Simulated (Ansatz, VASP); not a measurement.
# One calculation of LiF, two programs

```
CELL_PARAMETERS angstrom
0.00000 2.01400 2.01400
2.01400 0.00000 2.01400
2.01400 2.01400 0.00000
ATOMIC_POSITIONS crystal
Li 0.90690 0.90690 0.09310
F 0.50000 0.50000 0.50000
```

Change from the starting cell: all Li atoms moved +0.375 Å, as atom 1 towards its neighbour atom 2 (F) at 2.014 Å.

Alike in both runs: task single point; functional PBE; k mesh 10 × 10 × 10; occupations gaussian, width 0.05 eV; no spin polarisation.

```csv
,VASP,Ansatz
version,VASP 6.6.1,Ansatz 0.2.0
potentials or method,"VASP PAW PBE potentials, release 64 (Li_sv, F), cutoff 520 eV","scalar-relativistic, plane waves, PAW"
valence electrons in the cell,10,10
```

|  | VASP | Ansatz | Ansatz less VASP |
| --- | --- | --- | --- |
| gap on the k mesh at the Fermi level (eV) | 8.88 | 8.88 | +0.005 |
| least direct gap on the mesh (eV) | 8.88 | 8.88 | +0.005 |
| rms of the force components (eV/Å) | 0.972 | 0.915 | -0.0571 |

Atom by atom the forces differ by 0.057 eV/Å (rms over components).

Noted on VASP's run: the cutoff is short for stress, so the pressure is rough.
